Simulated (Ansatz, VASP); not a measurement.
# One calculation of Ga3Sb, two programs

The input INCAR:

```
  PREC = Accurate
  ENCUT = 520
  EDIFF = 1E-6
  ISMEAR = 0
  SIGMA = 0.2
  LREAL = False
  LASPH = True
  NELM = 60
  ALGO = Fast
  ISIF = 2
  LWAVE = False
  LCHARG = True
  GGA = PS
  LELF = True
  LVHAR = True
  NBANDS = 30
```

File KPOINTS:

```
regular mesh
0
Gamma
  14 14 14
```

The input POSCAR:

```
Ga3Sb
1.0
   -2.1587990000      2.1587990000      4.7604840000
    2.1587990000     -2.1587990000      4.7604840000
    2.1587990000      2.1587990000     -4.7604840000
Ga Sb
3 1
Direct
    0.7500000000      0.2500000000      0.5000000000
    0.2500000000      0.7500000000      0.5000000000
    0.5000000000      0.5000000000      0.0000000000
    0.0000000000      0.0000000000      0.0000000000
```

Input for Ansatz:

```yaml
crystal:
  lattice:
    - [-2.158799, 2.158799, 4.760484]
    - [2.158799, -2.158799, 4.760484]
    - [2.158799, 2.158799, -4.760484]
  atoms:
    - { symbol: Ga, position: [0.75, 0.25, 0.5] }
    - { symbol: Ga, position: [0.25, 0.75, 0.5] }
    - { symbol: Ga, position: [0.5, 0.5, 0.0] }
    - { symbol: Sb, position: [0.0, 0.0, 0.0] }
basis:
  ecutwfc: 420
kpoints:
  mp_grid: { grid: [14, 14, 14] }
hamiltonian:
  xc: pbesol
scf:
  occupations: { method: gaussian, width: 0.2 }
output:
  forces: true
  stress: true
  eigenvalues: true
```

Alike in both runs: task single point; functional PBEsol; k mesh 14 × 14 × 14; occupations gaussian, width 0.2 eV; no spin polarisation.

|  | VASP | Ansatz |
| --- | --- | --- |
| version | VASP 6.6.1 | Ansatz 0.2.0 |
| potentials or method | VASP PAW PBE potentials, release 64 (Ga_d, Sb), cutoff 520 eV | scalar-relativistic, plane waves, PAW |
| valence electrons in the cell | 44 | 54 |

```tsv
	VASP	Ansatz	Ansatz less VASP
gap on the k mesh at the Fermi level (eV)	none	none	-
pressure (GPa)	-3.4	-3.4	-0.04
traceless stress, the component that is largest in VASP (GPa)	-0.28	-0.28	+0.002
```

VASP's potentials were made for PBE, not for PBEsol. A gap of «none» marks a metal or a gap that the smearing closes. VASP's potentials hold 44 valence electrons a cell and Ansatz's 54, so a difference there can come from the potentials and not from the codes.

Neither program's run includes spin-orbit coupling.
